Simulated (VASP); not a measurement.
# Ru (P6_3/mmc) in VASP: a series of runs

The runs below take Ru through single point, with PBEsol.

Everything below comes from runs of VASP 6.6.1. Logs are shortened: lines on timing, memory, paths and dates and some standing lists are left out, and cuts for length are marked.

### 1 The cell of the first run

The structure is hexagonal, space group P6_3/mmc (No. 194). Conventional cell: a = 2.614 Å, b = 2.614 Å, c = 4.354 Å, α = 90.00°, β = 90.00°, γ = 120.00°. Ru (site symmetry -6m2) has 12 Ru at 2.61 to 2.65 Å within 3.4 Å.

### 2 Single point, PBEsol

The input, INCAR:

```
SYSTEM = Ru
  PREC = Accurate
  ENCUT = 520
  EDIFF = 1E-6
  ISMEAR = 0
  SIGMA = 0.15
  LREAL = .False.
  LASPH = .True.
  NELM = 100
  ALGO = Normal
  ISIF = 2
  LWAVE = .False.
  LCHARG = .False.
  GGA = PS
  NBANDS = 21
```

The input, KPOINTS:

```
regular mesh
0
Gamma
  18 18 10
  0 0 0
```

The input, POSCAR:

```
Ru
1.0
    2.6144000000      0.0000000000      0.0000000000
   -1.3072000000      2.2641368157      0.0000000000
    0.0000000000      0.0000000000      4.3544000000
Ru
2
Direct
    0.3333333333      0.6666666667      0.2500000000
    0.6666666667      0.3333333333      0.7500000000
```

Potentials or basis: VASP PAW PBE potentials, release 64 (Ru_pv).

The run is started by

```
cat potpaw_PBE.64/Ru_pv/POTCAR > POTCAR
mpirun -np 1 vasp_std > vasp.out
```

OUTCAR:

```text
SYSTEM = Ru
   PREC = Accurate
   ENCUT = 520
   EDIFF = 1E-6
   ISMEAR = 0
   LREAL = .False.
   LASPH = .True.
   NELM = 100
   ISIF = 2
   GGA = PS

 ion  position               nearest neighbor table
   1  0.333  0.667  0.250-   2 2.65   2 2.65   2 2.65   2 2.65   2 2.65   2 2.65
   2  0.667  0.333  0.750-   1 2.65   1 2.65   1 2.65   1 2.65   1 2.65   1 2.65

  LATTYP: Found a hexagonal cell.
 ALAT       =     2.6144000000
 C/A-ratio  =     1.6655446756

  Lattice vectors:

 A1 = (   2.6144000000,   0.0000000000,   0.0000000000)
 A2 = (  -1.3072000000,   2.2641368157,   0.0000000000)
 A3 = (   0.0000000000,   0.0000000000,   4.3544000000)

Analysis of symmetry for initial positions (statically):
=====================================================================
 Subroutine PRICEL returns:
 Original cell was already a primitive cell.

 Routine SETGRP: Setting up the symmetry group for a
 hexagonal supercell.

 Subroutine GETGRP returns: Found 24 space group operations
 (whereof 12 operations were pure point group operations)
 out of a pool of 24 trial point group operations.

The static configuration has the point symmetry D_3d.
 The point group associated with its full space group is D_6h.

Analysis of symmetry for dynamics (positions and initial velocities):
=====================================================================
 Subroutine PRICEL returns:
 Original cell was already a primitive cell.

 Routine SETGRP: Setting up the symmetry group for a
 hexagonal supercell.

 Subroutine GETGRP returns: Found 24 space group operations
 (whereof 12 operations were pure point group operations)
 out of a pool of 24 trial point group operations.

The dynamic configuration has the point symmetry D_3d.
 The point group associated with its full space group is D_6h.

 Subroutine INISYM returns: Found 24 space group operations
 (whereof 12 operations are pure point group operations),
 and found     1 'primitive' translations

----------------------------------------------------------------------------------------

                                     Primitive cell

  volume of cell :      25.7753

  direct lattice vectors                    reciprocal lattice vectors
     2.614400000  0.000000000  0.000000000     0.382496940  0.220834711  0.000000000
    -1.307200000  2.264136816  0.000000000     0.000000000  0.441669423  0.000000000
     0.000000000  0.000000000  4.354400000     0.000000000  0.000000000  0.229652765

  length of vectors
     2.614400000  2.614400000  4.354400000     0.441669423  0.441669423  0.229652765

  position of ions in fractional coordinates (direct lattice)
     0.333333333  0.666666667  0.250000000
     0.666666667  0.333333333  0.750000000

  ion indices of the primitive-cell ions
   primitive index   ion index
                 1           1
                 2           2

----------------------------------------------------------------------------------------

 KPOINTS: regular mesh

Automatic generation of k-mesh.
 Grid dimensions read from file:
 generate k-points for:   18   18   10

 Generating k-lattice:

  Cartesian coordinates                     Fractional coordinates (reciprocal lattice)
     0.021249830  0.012268595  0.000000000     0.055555556  0.000000000  0.000000000
     0.000000000  0.024537190  0.000000000     0.000000000  0.055555556  0.000000000
     0.000000000  0.000000000  0.022965277     0.000000000  0.000000000  0.100000000

  Length of vectors
     0.024537190  0.024537190  0.022965277

  Shift w.r.t. Gamma in fractional coordinates (k-lattice)
     0.000000000  0.000000000  0.000000000

 Subroutine IBZKPT returns following result:
 ===========================================

 Found    222 irreducible k-points:

 Following reciprocal coordinates:
            Coordinates               Weight
  0.000000  0.000000  0.000000      1.000000
  0.055556  0.000000  0.000000      6.000000
  0.111111  0.000000  0.000000      6.000000
  0.166667  0.000000  0.000000      6.000000
  0.222222  0.000000  0.000000      6.000000
  0.277778  0.000000  0.000000      6.000000
[... 16 lines left out ...]
  0.333333  0.111111  0.000000     12.000000
  0.388889  0.111111  0.000000     12.000000
 [... further k-points ...]
   k-points           NKPTS =    222   k-points in BZ     NKDIM =    222   number of bands    NBANDS=     21
   number of dos      NEDOS =    301   number of ions     NIONS =      2
   total plane-waves  NPLWV =  12800
   dimension x,y,z NGX =    20 NGY =   20 NGZ =   32
   dimension x,y,z NGXF=    40 NGYF=   40 NGZF=   64
   ions per type =               2
   NGX,Y,Z   is equivalent  to a cutoff of  12.72, 12.72, 12.22 a.u.
   NGXF,Y,Z  is equivalent  to a cutoff of  25.44, 25.44, 24.43 a.u.
 SYSTEM =  Ru
   PREC   = accura    normal or accurate (medium, high low for compatibility)
   ISTART =      0    job   : 0-new  1-cont  2-samecut
   ICHARG =      2    charge: 1-file 2-atom 10-const
   ISPIN  =      1    spin polarized calculation?
   LNONCOLLINEAR =      F non collinear calculations
   LSORBIT =      F    spin-orbit coupling
   LASPH  =      T    aspherical Exc in radial PAW
   ENCUT  =  520.0 eV  38.22 Ry    6.18 a.u.   4.86  4.86  8.10*2*pi/ulx,y,z
   NELM   =    100;   NELMIN=  2; NELMDL= -5     # of ELM steps
   EDIFF  = 0.1E-05   stopping-criterion for ELM
   LREAL  =      F    real-space projection
   EDIFFG = 0.1E-04   stopping-criterion for IOM
   NSW    =      0    number of steps for IOM
   IBRION =     -1    ionic relax: 0-MD 1-quasi-New 2-CG
   NFREE  =      0    steps in history (QN), initial steepest desc. (CG)
   ISIF   =      2    stress and relaxation
   ISYM   =      2    0-nonsym 1-usesym 2-fastsym
   POTIM  = 0.5000    time-step for ionic-motion
   TEBEG  =    0.0;   TEEND  =   0.0 temperature during run
   PSTRESS=    0.0 pullay stress
   NELECT =      28.0000    total number of electrons
   NUPDOWN=      -1.0000    fix difference up-down
   EMIN   =  10.00;   EMAX   =-10.00  energy-range for DOS
   EFERMI =   0.00;   METHOD = LEGACY
   ISMEAR =     0;   SIGMA  =   0.15  broadening in eV -4-tet -1-fermi 0-gaus
   EFERMI_NEDOS =   21; number of points for ismear=-14 and -15
   IALGO  =     38    algorithm
   IMIX   =      4    mixing-type and parameters
     AMIX     =   0.40;   BMIX     =  1.00
     AMIX_MAG =   1.60;   BMIX_MAG =  1.00
  volume/ion in A,a.u.               =      12.89        86.97
  Fermi-wavevector in a.u.,A,eV,Ry     =   1.682906  3.180231 38.534043  2.832172
  Thomas-Fermi vector in A             =   2.766201
   LORBIT       =      0    0 simple, 1 ext, 2 COOP (PROOUT), +10 PAW based schemes
   GGA     = PS    functional components
   LHFCALC =     F    Hartree Fock is set to
   AEXX    =    0.0000 exact exchange contribution
   IVDW    =     0    specifies the selected vdW correction
   LEPSILON=     F    determine dielectric tensor
   LRPA    =     F    only Hartree local field effects (RPA)
 non-spin polarized calculation
 Gauss-broadening in eV      SIGMA  =   0.15
  energy-cutoff  :      520.00
  volume of cell :       25.78
 maximum number of plane-waves:       717
 NGX is ok and might be reduce to    20
   NGX =  9   NGY =  9   NGZ = 17

 number of electron      28.0000004 magnetization

 Free energy of the ion-electron system (eV)
  ---------------------------------------------------
  ext. energy  EPLUGINS =         0.00000000
  ---------------------------------------------------
  free energy    TOTEN  =       -20.24079012 eV

  energy without entropy =      -20.22605331  energy(sigma->0) =      -20.23342172

 E-fermi :  13.6811     XC(G=0): -14.6057

 val. band max:       13.6749666791   @ k =   0.2778   0.2222   0.2000
 cond. band min:      13.6824841304   @ k =   0.2778   0.0000   0.1000
 fundamental gap:      0.0075174512
 Fermi energy:        13.6811294609

 k-point     1 :       0.0000    0.0000    0.0000
  band No.  band energies     occupation
      1     -30.0506      2.00000
      2     -28.9400      2.00000
      3     -28.9400      2.00000
      4     -28.8326      2.00000
      5     -28.7878      2.00000
      6     -28.7878      2.00000
[... 13 lines left out ...]
     20      23.9097      0.00000
     21      24.0079      0.00000

 k-point     2 :       0.0556    0.0000    0.0000
  band No.  band energies     occupation
      1     -30.0381      2.00000
      2     -28.9722      2.00000
      3     -28.9498      2.00000
      4     -28.8365      2.00000
      5     -28.8209      2.00000
      6     -28.7929      2.00000
[... 13 lines left out ...]
     20      23.9097      0.00000
     21      23.9988      0.00000

 k-point     3 :       0.1111    0.0000    0.0000
  band No.  band energies     occupation
      1     -30.0015      2.00000
      2     -29.0649      2.00000
      3     -28.9776      2.00000
      4     -28.9153      2.00000
      5     -28.8485      2.00000
      6     -28.8080      2.00000
[... 13 lines left out ...]
     20      23.9097      0.00000
     21      23.9759      0.00000

 k-point     4 :       0.1667    0.0000    0.0000
  band No.  band energies     occupation
      1     -29.9432      2.00000
      2     -29.2063      2.00000
      3     -29.0571      2.00000
      4     -29.0192      2.00000
      5     -28.8691      2.00000
      6     -28.8320      2.00000
[... 13 lines left out ...]
     20      23.9097      0.00000
     21      23.9522      0.00000

 k-point     5 :       0.2222    0.0000    0.0000
  band No.  band energies     occupation
      1     -29.8670      2.00000
      2     -29.3791      2.00000
      3     -29.2265      2.00000
      4     -29.0689      2.00000
      5     -28.8987      2.00000
      6     -28.8624      2.00000
[... 13 lines left out ...]
     20      23.9095      0.00000
     21      23.9367      0.00000
[... 382 lines left out ...]
     20      23.9092      0.00000
     21      23.9311      0.00000

 k-point    22 :       0.2778    0.1111    0.0000
  band No.  band energies     occupation
      1     -29.7157      2.00000
      2     -29.6572      2.00000
      3     -29.5826      2.00000
      4     -29.2087      2.00000
      5     -28.9993      2.00000
      6     -28.9973      2.00000
[... 13 lines left out ...]
     20      23.9084      0.00000
     21      23.9242      0.00000

 k-point    23 :       0.3333    0.1111    0.0000
  band No.  band energies     occupation
      1     -29.8421      2.00000
      2     -29.6806      2.00000
      3     -29.5681      2.00000
      4     -29.2635      2.00000
      5     -29.0523      2.00000
      6     -29.0297      2.00000
[... 13 lines left out ...]
     20      23.9091      0.00000
     21      24.8919      0.00000

 k-point    24 :       0.3889    0.1111    0.0000
  band No.  band energies     occupation
      1     -29.9239      2.00000
      2     -29.7442      2.00000
      3     -29.4965      2.00000
      4     -29.2988      2.00000
      5     -29.1002      2.00000
      6     -29.0509      2.00000
[... 13 lines left out ...]
     20      23.9078      0.00000
     21      25.2440      0.00000

 [... further k-points ...]
[... 5 lines left out ...]
  --------------------------------------------------------------------------------------
  -------------------------------------------------------------------------------------
  Total        3.6004092      3.6004092     -1.0202554      0.0000000      0.0000000      0.0000000
  in kB      223.7996587    223.7996587    -63.4185750      0.0000000      0.0000000      0.0000000
  external PRESSURE =     128.0602474 kB  Pullay stress =       0.0000000 kB

 VOLUME and BASIS-vectors are now :
 -----------------------------------------------------------------------------
  energy-cutoff  :      520.00
  volume of cell :       25.78
      direct lattice vectors                 reciprocal lattice vectors
     2.614400000  0.000000000  0.000000000     0.382496940  0.220834711  0.000000000
    -1.307200000  2.264136816  0.000000000     0.000000000  0.441669423  0.000000000
     0.000000000  0.000000000  4.354400000     0.000000000  0.000000000  0.229652765

 POSITION                                       TOTAL-FORCE (eV/Angst)
 -----------------------------------------------------------------------------------
     -0.00000      1.50942      1.08860        -0.000000     -0.000000      0.000000
      1.30720      0.75471      3.26580         0.000000      0.000000      0.000000
 -----------------------------------------------------------------------------------
    total drift:                               -0.000000      0.000000     -0.000000

  FREE ENERGIE OF THE ION-ELECTRON SYSTEM (eV)
  ---------------------------------------------------
  free  energy   TOTEN  =       -20.2407901224 eV

  energy  without entropy=      -20.2260533079  energy(sigma->0) =      -20.23342172
```

It took 32 s on 1 thread of Intel Xeon 6975P-C (Granite Rapids), shared host; peak memory 0.2 GiB.

Results:

```yaml
Free_energy: -20.2408 eV
Pressure: 12.8 GPa
Band_gap_on_the_k_mesh: zero (band 14 reaches 15.56 eV, above the bottom of band 15 at 12.24 eV)
```

Stress tensor (GPa, compression positive):
```
22.38  0.00  0.00
 0.00 22.38  0.00
 0.00  0.00 -6.34
```

Levels at points of the mesh, in eV from the Fermi level:
```tsv
k point	band 10	band 11	band 12	band 13	band 14	band 15	band 16	band 17	band 18	band 19
(0.00, 0.00, 0.00)	-2.78	-2.78	-2.16	-2.16	-1.08	-1.08	0.70	1.31	1.31	10.11
(0.50, 0.00, 0.00)	-2.88	-2.58	-1.90	-1.73	1.88	1.92	2.26	4.47	6.63	10.22
(0.00, 0.00, 0.50)	-3.21	-2.84	-2.84	-2.84	-2.84	0.60	0.60	0.60	0.60	10.23
(0.50, 0.00, 0.50)	-5.11	-0.95	-0.95	0.48	0.48	2.12	2.12	3.62	3.62	10.22
```

Caveat: the PAW data sets were made with another functional, which shifts forces and pressure a little.

(Continued in part 2 of 2.)
